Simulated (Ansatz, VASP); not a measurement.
## Sn: VASP beside Ansatz

The input INCAR:

```
SYSTEM = Sn
  PREC = Accurate
  ENCUT = 520
  EDIFF = 1E-7
  ISMEAR = -1
  SIGMA = 0.05
  LREAL = .False.
  LASPH = .True.
  NELM = 60
  ALGO = Normal
  ISIF = 2
  LWAVE = .False.
  LCHARG = .False.
  GGA = PE
  NBANDS = 21
```

The input KPOINTS:

```
regular mesh
0
Gamma
  12 12 12
  0 0 0
```

The input POSCAR:

```
Sn
1.0
   -2.9788309508      2.9788309508      1.6203478496
    2.9788309508     -2.9788309508      1.6203478496
    2.9788309508      2.9788309508     -1.6203478496
Sn
2
Direct
    0.7500000000      0.2500000000      0.5000000000
    0.0000000000      0.0000000000      0.0000000000
```

Input for Ansatz:

```yaml
crystal:
  lattice:
    - [-2.9788309508, 2.9788309508, 1.6203478496]
    - [2.9788309508, -2.9788309508, 1.6203478496]
    - [2.9788309508, 2.9788309508, -1.6203478496]
  atoms:
    - { symbol: Sn, position: [0.75, 0.25, 0.5] }
    - { symbol: Sn, position: [0.0, 0.0, 0.0] }
kpoints:
  mp_grid: { grid: [12, 12, 12] }
scf:
  occupations: { method: fermi_dirac, width: 0.05 }
hamiltonian:
  xc: pbe
  pseudopotentials: { kind: all_electron, lapw: { basis_error: 0.00025 } }
output:
  forces: true
  stress: true
  eigenvalues: true
```

Change from the starting cell: functional pbe, volume scaled by 1.04.

Alike in both runs: task single point; functional PBE; k mesh 12 × 12 × 12; occupations fermi-dirac, width 0.05 eV; no spin polarisation.

|  | VASP | Ansatz |
| --- | --- | --- |
| version | VASP 6.6.1 | Ansatz 0.2.0 |
| potentials or method | VASP PAW PBE potentials, release 64 (Sn_d), cutoff 520 eV | all-electron LAPW, scalar-relativistic |

Ansatz gave:

```
pressure (GPa) : -0.6
```

Question: Estimate VASP's values.

Answer: Pressure (GPa): -0.7.

Ansatz ran all-electron here, and VASP with PAW potentials.
